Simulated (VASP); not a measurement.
Cs: single point with LDA

The system is Cs.

```
Cs
1.0
     0.00000    3.60564    3.60564
     3.60564    0.00000    3.60564
     3.60564    3.60564    0.00000
Cs
1
Direct
  0.00000 0.00000 0.00000
```

This isn't the form of Cs at room conditions, which is bcc.

```json
{"Program": "VASP 6.6.1", "Task": "single point", "Functional": "LDA", "Potentials or basis": "VASP PAW LDA potentials, release 64 (Cs_sv)", "Cutoff": "500 eV", "k mesh": "9 × 9 × 9", "Occupations": "fermi-dirac, width 0.1 eV", "Spin": "no spin polarisation", "Dipole correction": "no", "Further INCAR settings": "ALGO = Normal; EDIFF = 1e-06; NBANDS = 10"}
```

The pressure is 0.0 GPa and the band gap on the k mesh is zero (an odd number of electrons rules out a gap without spin polarisation).

Levels at points of the mesh, in eV from the Fermi level:
| k point | band 2 | band 3 | band 4 | band 5 | band 6 | band 7 | band 8 | band 9 |
| --- | --- | --- | --- | --- | --- | --- | --- | --- |
| (0.00, 0.00, 0.00) | -10.40 | -10.40 | -10.40 | -1.89 | 2.50 | 2.50 | 2.50 | 3.80 |

Run time: 30 s on 1 thread of Intel Xeon 8259CL, on a shared host, peak memory 0.2 GiB.

Caveat: spin-orbit coupling is left out, which moves the levels of the heavy elements.
